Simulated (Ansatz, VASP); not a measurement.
# One calculation of HfC, two programs

```
Hf C
1.0
     0.00000    2.32500    2.32500
     2.32500    0.00000    2.32500
     2.32500    2.32500    0.00000
Hf C
1 1
Direct
  0.52151 0.52151 0.47849
  0.00000 0.00000 0.00000
```

Alike in both runs: task single point; functional r2SCAN; k mesh 12 × 12 × 12; no spin polarisation.

|  | VASP | Ansatz |
| --- | --- | --- |
| version | VASP 6.6.1 | Ansatz 0.2.0 |
| potentials or method | VASP PAW PBE potentials, release 64 (Hf_pv, C), cutoff 520 eV | plane waves, PAW |
| occupations | fermi-dirac, width 0.1 eV | fermi-dirac |
| valence electrons in the cell | 14 | 30 |

```tsv
	VASP	Ansatz	Ansatz less VASP
rms of the force components (eV/Å)	0.401	0.408	+0.0065
```

VASP's potentials were made for PBE, not for r2SCAN. Atom by atom the forces differ by 0.007 eV/Å (rms over components). VASP's potentials hold 14 valence electrons a cell and Ansatz's 30, so a difference there can come from the potentials and not from the codes.

Spin-orbit coupling is off throughout.
